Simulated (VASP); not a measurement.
Input of a VASP 6.6.1 run:

The input INCAR:

```
ALGO = Normal ; EDIFF = 1E-6
ENCUT = 1340 ; GGA = PS
GGA_COMPAT = F ; ISIF = 2
ISMEAR = 0 ; LASPH = T
LCHARG = F ; LREAL = F
LWAVE = F ; NBANDS = 15
NELM = 120 ; PREC = Accurate
SIGMA = 0.1
```

Contents of KPOINTS:

```
k-points
0
Gamma
  6 6 6
```

Contents of POSCAR:

```
BaO
1.0
    0.0000000000      2.7903917100      2.7903917100
    2.7903917100      0.0000000000      2.7903917100
    2.7903917100      2.7903917100      0.0000000000
Ba O
1 1
Direct
    0.0000000000      0.0000000000      0.0000000000
    0.5000000000      0.5000000000      0.5000000000
```

Potentials or basis: VASP PAW PBE potentials, release 64 (Ba_sv, O_h).

Run with:

```sh
$ cat potpaw_PBE.64/Ba_sv/POTCAR potpaw_PBE.64/O_h/POTCAR > POTCAR
$ mpirun -np 1 vasp_std > vasp.out
```

Problem. Estimate the band gap on the k mesh.

Solution. 1.95 eV.

Problem. Estimate the pressure.

Solution. -1.9 GPa.

Caveat: the PAW data sets were made with another functional, which shifts forces and pressure a little; spin-orbit coupling is left out, which moves the levels of the heavy elements. A k mesh can miss the band edges.
